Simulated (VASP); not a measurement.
Input of a VASP 6.6.1 run:

File INCAR:

```
SYSTEM = H2Se
PREC = Accurate
ENCUT = 600
EDIFF = 1E-7
ISMEAR = 0
SIGMA = 0.1
LREAL = .FALSE.
LASPH = .TRUE.
NELM = 60
ALGO = Normal
ISIF = 3
LWAVE = .FALSE.
LCHARG = .FALSE.
GGA = PE
IBRION = 2
NSW = 100
EDIFFG = -0.01
```

The input KPOINTS:

```
regular mesh
0
G
  18 18 8
  0 0 0
```

The input POSCAR:

```
H2Se
1.0
    2.6621591932      0.0000000000      0.0000000000
   -1.3310795966      2.3054974903      0.0000000000
    0.0000000000      0.0000000000      6.2391094961
H Se
2 1
Direct
    0.3333333333      0.6666666667      0.5000000000
    0.6666666667      0.3333333333      0.5000000000
    0.0000000000      0.0000000000      0.0000000000
```

Potentials or basis: VASP PAW PBE potentials, release 64 (H, Se).

Launch:

```console
$ cat potpaw_PBE.64/H/POTCAR potpaw_PBE.64/Se/POTCAR > POTCAR
$ mpirun -np 1 vasp_std > vasp.out
```

Problem. Predict the space group after relaxing (to 0.1 Å).

Solution. P6/mmm (No. 191).

Problem. What does it give for the band gap on the k mesh?

Solution. Zero (bands 4 and 5 overlap by 7.22 eV).

Problem. What does it give for the relaxed volume?

Solution. 14.07 Å³/atom.

Problem. Predict the relaxed cell.

Solution. a = 2.641 Å, b = 2.641 Å, c = 6.985 Å, α = 90.00°, β = 90.00°, γ = 120.00°.

The path:
```csv
step,energy change (eV),largest force (eV/Å),pressure (GPa),volume (Å³)
1,0.0000,0.0000,-0.94,38.29
2,-0.0048,0.0000,0.21,37.88
3,-0.0050,0.0000,0.48,37.78
4,-0.0059,0.0000,0.45,37.95
5,-0.0084,0.0000,0.36,38.46
6,-0.0120,0.0000,0.18,39.48
7,-0.0152,0.0000,-0.09,41.54
8,-0.0155,0.0000,-0.17,42.25
9,-0.0137,0.0000,0.85,42.00
10,-0.0156,0.0000,0.03,42.20
```

Caveat: this functional lacks dispersion, which binds the layers, so the pressure and a relaxed spacing across them are unreliable.
